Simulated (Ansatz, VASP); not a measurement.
**Mg3ZrN: VASP beside Ansatz**

File INCAR:

```
ALGO = Normal
EDIFF = 1E-7
EDIFFG = -0.01
ENCUT = 600
GGA = PE
IBRION = 2
ISIF = 3
ISMEAR = 0
LASPH = True
LCHARG = False
LREAL = False
LWAVE = False
NELM = 100
NSW = 100
PREC = Accurate
SIGMA = 0.1
```

File KPOINTS:

```
k-points
0
Gamma
  12 12 4
```

Contents of POSCAR:

```
Mg3ZrN
1.0
    3.0894696616      0.0000000000      0.0000000000
    0.0000000000      3.0894696616      0.0000000000
    0.0000000000      0.0000000000     11.4142942638
Mg Zr N
3 1 1
Direct
    0.0000000000      0.0000000000      0.0000000000
    0.5000000000      0.5000000000      0.2153948004
    0.5000000000      0.5000000000      0.7846051996
    0.5000000000      0.5000000000      0.5000000000
    0.0000000000      0.0000000000      0.5000000000
```

Input for Ansatz:

```yaml
crystal:
  lattice:
    - [3.0894696616, 0.0, 0.0]
    - [0.0, 3.0894696616, 0.0]
    - [0.0, 0.0, 11.4142942638]
  atoms:
    - { symbol: Mg, position: [0.0, 0.0, 0.0] }
    - { symbol: Mg, position: [0.5, 0.5, 0.2153948004] }
    - { symbol: Mg, position: [0.5, 0.5, 0.7846051996] }
    - { symbol: Zr, position: [0.5, 0.5, 0.5] }
    - { symbol: "N", position: [0.0, 0.0, 0.5] }
basis:
  ecutwfc: 420
kpoints:
  mp_grid: { grid: [12, 12, 4] }
hamiltonian:
  xc: pbe
scf:
  occupations: { method: gaussian, width: 0.1 }
output:
  forces: true
  stress: true
  eigenvalues: true
  write_density: true
  write_potential: true
  elf: true
  volumetric_format: npy
relax:
  adjacent_minimum: "off"
  f_tol: 0.01
  max_steps: 80
  cell: { stress_tol: 0.05 }
```

Alike in both runs: task relaxation of cell and atoms; functional PBE; k mesh 12 × 12 × 4; occupations gaussian, width 0.1 eV; no spin polarisation.

|  | VASP | Ansatz |
| --- | --- | --- |
| version | VASP 6.6.1 | Ansatz 0.2.0 |
| potentials or method | VASP PAW PBE potentials, release 64 (Mg, Zr_sv, N), cutoff 600 eV | scalar-relativistic, plane waves, PAW |
| valence electrons in the cell | 23 | 47 |

|  | VASP | Ansatz | Ansatz less VASP |
| --- | --- | --- | --- |
| gap on the k mesh at the Fermi level, each at its own relaxed structure (eV) | none | none | - |
| relaxed volume (Å³/atom) | 21.58 | 21.62 | +0.041 |
| relaxed cell length with the largest relative difference (Å) | 11.218 | 11.245 | +0.0266 |

A gap of «none» marks a metal or a gap that the smearing closes. VASP's potentials hold 23 valence electrons a cell and Ansatz's 47, so a difference there can come from the potentials and not from the codes.
